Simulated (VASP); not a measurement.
# Hf (C2/c) in VASP: single point with PBE

Aim: the single point of Hf with PBE.

Everything below comes from runs of VASP 6.6.1. Logs are shortened: lines on timing, memory, paths and dates and some standing lists are left out, and cuts for length are marked.

## 1. The cell of the first run

The structure is monoclinic, space group C2/c (No. 15). Conventional cell: a = 2.883 Å, b = 5.759 Å, c = 5.296 Å, α = 90.00°, β = 91.46°, γ = 90.00°. Hf (site symmetry 2) has 12 Hf at 2.88 to 3.31 Å within 3.8 Å.

## 2. Single point, PBE (strained and its atoms moved)

INCAR

```
PREC = Accurate ; ENCUT = 520
EDIFF = 1E-6 ; ISMEAR = 0
SIGMA = 0.1 ; LREAL = False
LASPH = True ; NELM = 80
ALGO = Fast ; ISIF = 2
LWAVE = False ; LCHARG = False
GGA = PE ; NBANDS = 17
```

KPOINTS

```
regular mesh
0
Gamma
  14 14 8
```

POSCAR

```
Hf
1.0
    3.2141524981     -0.1916101095      0.0196596959
   -1.7730154716      2.6877402742      0.0196815319
    0.0311054700      0.0539161480      5.2957189120
Hf
2
Direct
    0.3279150845      0.6720849155      0.2500000000
    0.6720849155      0.3279150845      0.7500000000
```

Potentials or basis: VASP PAW PBE potentials, release 64 (Hf_pv).

Command:

```console
cat potpaw_PBE.64/Hf_pv/POTCAR > POTCAR
mpirun -np 1 vasp_std > vasp.out
```

OUTCAR:

```text
PREC = Accurate
   ENCUT = 520
   EDIFF = 1E-6
   ISMEAR = 0
   LREAL = False
   LASPH = True
   NELM = 80
   ISIF = 2
   GGA = PE

 ion  position               nearest neighbor table
   1  0.328  0.672  0.250-   2 3.11   2 3.11   2 3.18   2 3.18   2 3.31   2 3.31
   2  0.672  0.328  0.750-   1 3.11   1 3.11   1 3.18   1 3.18   1 3.31   1 3.31

  LATTYP: Found a base centered monoclinic cell.
 ALAT       =     2.8825491254
 B/A-ratio  =     1.9977766539
 C/A-ratio  =     2.6812272631
 COS(beta)  =    -0.7285224859

  Lattice vectors:

 A1 = (   3.2141524981,  -0.1916101095,   0.0196596959)
 A2 = (  -1.7730154716,   2.6877402742,   0.0196815319)
 A3 = (  -2.8511685830,  -4.9383441814,   5.2170364564)

Analysis of symmetry for initial positions (statically):
=====================================================================
 Subroutine PRICEL returns:
 Original cell was already a primitive cell.

 Routine SETGRP: Setting up the symmetry group for a
 base centered monoclinic supercell.

 Subroutine GETGRP returns: Found  4 space group operations
 (whereof  2 operations were pure point group operations)
 out of a pool of  4 trial point group operations.

The static configuration has the point symmetry S_2 .
 The point group associated with its full space group is C_2h.

Analysis of symmetry for dynamics (positions and initial velocities):
=====================================================================
 Subroutine PRICEL returns:
 Original cell was already a primitive cell.

 Routine SETGRP: Setting up the symmetry group for a
 base centered monoclinic supercell.

 Subroutine GETGRP returns: Found  4 space group operations
 (whereof  2 operations were pure point group operations)
 out of a pool of  4 trial point group operations.

The dynamic configuration has the point symmetry S_2 .
 The point group associated with its full space group is C_2h.

 Subroutine INISYM returns: Found  4 space group operations
 (whereof  2 operations are pure point group operations),
 and found     1 'primitive' translations

----------------------------------------------------------------------------------------

                                     Primitive cell

  volume of cell :      43.9425

  direct lattice vectors                    reciprocal lattice vectors
     3.214152498 -0.191610109  0.019659696     0.323887867  0.213688230 -0.004077998
    -1.773015472  2.687740274  0.019681532     0.023115943  0.387338472 -0.004079301
     0.031105470  0.053916148  5.295718912    -0.001288304 -0.002232834  0.188862074

  length of vectors
     3.219918822  3.219925311  5.296084714     0.388049791  0.388049068  0.188879666

  position of ions in fractional coordinates (direct lattice)
     0.327915084  0.672084916  0.250000000
     0.672084916  0.327915084  0.750000000

  ion indices of the primitive-cell ions
   primitive index   ion index
                 1           1
                 2           2

----------------------------------------------------------------------------------------

 KPOINTS: regular mesh

Automatic generation of k-mesh.
 Grid dimensions read from file:
 generate k-points for:   14   14    8

 Generating k-lattice:

  Cartesian coordinates                     Fractional coordinates (reciprocal lattice)
     0.023134848  0.015263445 -0.000291286     0.071428571 -0.000000000 -0.000000000
     0.001651139  0.027667034 -0.000291379    -0.000000000  0.071428571  0.000000000
    -0.000161038 -0.000279104  0.023607759     0.000000000  0.000000000  0.125000000

  Length of vectors
     0.027717842  0.027717791  0.023609958

  Shift w.r.t. Gamma in fractional coordinates (k-lattice)
     0.000000000  0.000000000  0.000000000

 Subroutine IBZKPT returns following result:
 ===========================================

 Found    429 irreducible k-points:

 Following reciprocal coordinates:
            Coordinates               Weight
  0.000000  0.000000  0.000000      1.000000
  0.071429  0.000000  0.000000      4.000000
  0.142857  0.000000  0.000000      4.000000
  0.214286 -0.000000  0.000000      4.000000
  0.285714  0.000000  0.000000      4.000000
  0.357143  0.000000  0.000000      4.000000
[... 16 lines left out ...]
  0.214286  0.142857  0.000000      4.000000
  0.285714  0.142857  0.000000      4.000000
 [... further k-points ...]
   k-points           NKPTS =    429   k-points in BZ     NKDIM =    429   number of bands    NBANDS=     17
   number of dos      NEDOS =    301   number of ions     NIONS =      2
   total plane-waves  NPLWV =  23040
   dimension x,y,z NGX =    24 NGY =   24 NGZ =   40
   dimension x,y,z NGXF=    48 NGYF=   48 NGZF=   80
   ions per type =               2
   NGX,Y,Z   is equivalent  to a cutoff of  12.39, 12.39, 12.56 a.u.
   NGXF,Y,Z  is equivalent  to a cutoff of  24.78, 24.78, 25.11 a.u.
 SYSTEM =  unknown system
   PREC   = accura    normal or accurate (medium, high low for compatibility)
   ISTART =      0    job   : 0-new  1-cont  2-samecut
   ICHARG =      2    charge: 1-file 2-atom 10-const
   ISPIN  =      1    spin polarized calculation?
   LNONCOLLINEAR =      F non collinear calculations
   LSORBIT =      F    spin-orbit coupling
   LASPH  =      T    aspherical Exc in radial PAW
   ENCUT  =  520.0 eV  38.22 Ry    6.18 a.u.   5.99  5.99  9.85*2*pi/ulx,y,z
   NELM   =     80;   NELMIN=  2; NELMDL= -5     # of ELM steps
   EDIFF  = 0.1E-05   stopping-criterion for ELM
   LREAL  =      F    real-space projection
   EDIFFG = 0.1E-04   stopping-criterion for IOM
   NSW    =      0    number of steps for IOM
   IBRION =     -1    ionic relax: 0-MD 1-quasi-New 2-CG
   NFREE  =      0    steps in history (QN), initial steepest desc. (CG)
   ISIF   =      2    stress and relaxation
   ISYM   =      2    0-nonsym 1-usesym 2-fastsym
   POTIM  = 0.5000    time-step for ionic-motion
   TEBEG  =    0.0;   TEEND  =   0.0 temperature during run
   PSTRESS=    0.0 pullay stress
   NELECT =      20.0000    total number of electrons
   NUPDOWN=      -1.0000    fix difference up-down
   EMIN   =  10.00;   EMAX   =-10.00  energy-range for DOS
   EFERMI =   0.00;   METHOD = LEGACY
   ISMEAR =     0;   SIGMA  =   0.10  broadening in eV -4-tet -1-fermi 0-gaus
   EFERMI_NEDOS =   21; number of points for ismear=-14 and -15
   IALGO  =     68    algorithm
   IMIX   =      4    mixing-type and parameters
     AMIX     =   0.40;   BMIX     =  1.00
     AMIX_MAG =   1.60;   BMIX_MAG =  1.00
  volume/ion in A,a.u.               =      21.97       148.27
  Fermi-wavevector in a.u.,A,eV,Ry     =   1.259282  2.379699 21.576010  1.585792
  Thomas-Fermi vector in A             =   2.392850
   LORBIT       =      0    0 simple, 1 ext, 2 COOP (PROOUT), +10 PAW based schemes
   GGA     = PE    functional components
   LHFCALC =     F    Hartree Fock is set to
   AEXX    =    0.0000 exact exchange contribution
   IVDW    =     0    specifies the selected vdW correction
   LEPSILON=     F    determine dielectric tensor
   LRPA    =     F    only Hartree local field effects (RPA)
 non-spin polarized calculation
 RMM-DIIS sequential band-by-band and
 Gauss-broadening in eV      SIGMA  =   0.10
  energy-cutoff  :      520.00
  volume of cell :       43.94
 maximum number of plane-waves:      1204
   NGX = 11   NGY = 11   NGZ = 19

 number of electron      19.9999997 magnetization

 Free energy of the ion-electron system (eV)
  ---------------------------------------------------
  ext. energy  EPLUGINS =         0.00000000
  ---------------------------------------------------
  free energy    TOTEN  =       -19.53618841 eV

  energy without entropy =      -19.52290998  energy(sigma->0) =      -19.52954920

 E-fermi :   4.9376     XC(G=0): -11.3518

 val. band max:        4.9364582407   @ k =  -0.0714   0.0714   0.2500
 cond. band min:       4.9413315261   @ k =   0.3571   0.3571   0.1250
 fundamental gap:      0.0048732855
 Fermi energy:         4.9375958991

 k-point     1 :       0.0000    0.0000    0.0000
  band No.  band energies     occupation
      1     -25.9306      2.00000
      2     -25.2250      2.00000
      3     -25.1513      2.00000
      4     -25.1415      2.00000
      5     -24.9868      2.00000
      6     -24.8908      2.00000
[... 9 lines left out ...]
     16       8.8261      0.00000
     17       9.8070      0.00000

 k-point     2 :       0.0714    0.0000    0.0000
  band No.  band energies     occupation
      1     -25.9140      2.00000
      2     -25.2344      2.00000
      3     -25.1621      2.00000
      4     -25.1437      2.00000
      5     -25.0377      2.00000
      6     -24.9467      2.00000
[... 9 lines left out ...]
     16       8.4460      0.00000
     17      10.0580      0.00000

 k-point     3 :       0.1429    0.0000    0.0000
  band No.  band energies     occupation
      1     -25.8662      2.00000
      2     -25.2694      2.00000
      3     -25.2182      2.00000
      4     -25.1588      2.00000
      5     -25.1510      2.00000
      6     -25.0852      2.00000
[... 9 lines left out ...]
     16       7.7910      0.00000
     17      10.4348      0.00000

 k-point     4 :       0.2143   -0.0000    0.0000
  band No.  band energies     occupation
      1     -25.7926      2.00000
      2     -25.4341      2.00000
      3     -25.3483      2.00000
      4     -25.2790      2.00000
      5     -25.1708      2.00000
      6     -25.1592      2.00000
[... 9 lines left out ...]
     16       7.9781      0.00000
     17      10.7137      0.00000
[... 343 lines left out ...]
      1     -25.7330      2.00000
      2     -25.6009      2.00000
      3     -25.5686      2.00000
      4     -25.2547      2.00000
      5     -25.1805      2.00000
      6     -25.1759      2.00000
[... 9 lines left out ...]
     16       8.7349      0.00000
     17      10.4731      0.00000

 k-point    23 :       0.2143    0.1429    0.0000
  band No.  band energies     occupation
      1     -25.7982      2.00000
      2     -25.7749      2.00000
      3     -25.6416      2.00000
      4     -25.2909      2.00000
      5     -25.2114      2.00000
      6     -25.2054      2.00000
[... 9 lines left out ...]
     16      10.2551      0.00000
     17      10.5660      0.00000

 k-point    24 :       0.2857    0.1429    0.0000
  band No.  band energies     occupation
      1     -25.9504      2.00000
      2     -25.9087      2.00000
      3     -25.5492      2.00000
      4     -25.3387      2.00000
      5     -25.2554      2.00000
      6     -25.2436      2.00000
[... 9 lines left out ...]
     16      10.6012      0.00000
     17      11.8356      0.00000

 [... further k-points ...]

------------------------ aborting loop because EDIFF is reached ----------------------------------------

  FORCE on cell =-STRESS in cart. coord.  units (eV):
  Direction    XX          YY          ZZ          XY          YZ          ZX
  --------------------------------------------------------------------------------------
  -------------------------------------------------------------------------------------
  Total        0.2676326      3.1922052     -1.0293250      2.5327472     -0.2385981     -0.1377438
  in kB        9.7580803    116.3901470    -37.5299450     92.3458228     -8.6994629     -5.0222412
  external PRESSURE =      29.5394274 kB  Pullay stress =       0.0000000 kB

 VOLUME and BASIS-vectors are now :
 -----------------------------------------------------------------------------
  energy-cutoff  :      520.00
  volume of cell :       43.94
      direct lattice vectors                 reciprocal lattice vectors
     3.214152498 -0.191610109  0.019659696     0.323887867  0.213688230 -0.004077998
    -1.773015472  2.687740274  0.019681532     0.023115943  0.387338472 -0.004079301
     0.031105470  0.053916148  5.295718912    -0.001288304 -0.002232834  0.188862074

 POSITION                                       TOTAL-FORCE (eV/Angst)
 -----------------------------------------------------------------------------------
     -0.12987      1.75704      1.34360         0.256302     -0.147976     -0.000001
      1.60211      0.79301      3.99146        -0.256302      0.147976      0.000001
 -----------------------------------------------------------------------------------
    total drift:                                0.000000      0.000000      0.000000

  FREE ENERGIE OF THE ION-ELECTRON SYSTEM (eV)
  ---------------------------------------------------
  free  energy   TOTEN  =       -19.5361884069 eV

  energy  without entropy=      -19.5229099847  energy(sigma->0) =      -19.52954920
```

It took 94 s on 1 thread of Intel Xeon 6975P-C (Granite Rapids), shared host; peak memory 0.36 GiB.

Results:

* Free energy: -19.5362 eV
* Pressure: 3.0 GPa
* Largest force: 0.296 eV/Å
* Band gap on the k mesh: zero (bands 10 and 11 overlap by 1.07 eV)

Forces on the atoms (eV/Å):
```
Hf   0.256 -0.148  0.000
Hf  -0.256  0.148  0.000
```

Levels at points of the mesh, in eV from the Fermi level:
```tsv
k point	band 7	band 8	band 9	band 10	band 11	band 12	band 13	band 14
(0.00, 0.00, 0.00)	-7.32	-3.87	0.17	0.21	0.67	0.83	2.94	3.02
(0.50, 0.00, 0.00)	-2.99	-2.69	-2.26	-0.02	0.14	1.30	1.84	5.92
(0.50, 0.50, 0.00)	-3.61	-2.81	-2.39	-0.89	0.59	0.65	2.65	5.96
(0.00, 0.00, 0.50)	-5.53	-5.53	-0.21	-0.21	0.21	0.21	2.88	2.88
(0.50, 0.00, 0.50)	-3.29	-3.25	-1.18	-1.07	1.73	1.96	2.76	2.76
(0.50, 0.50, 0.50)	-3.53	-3.53	-1.35	-1.35	0.80	0.80	4.19	4.19
```

Caveat: the cell differs from its parent crystal (strained and its atoms moved); spin-orbit coupling is left out, which moves the levels of the heavy elements.
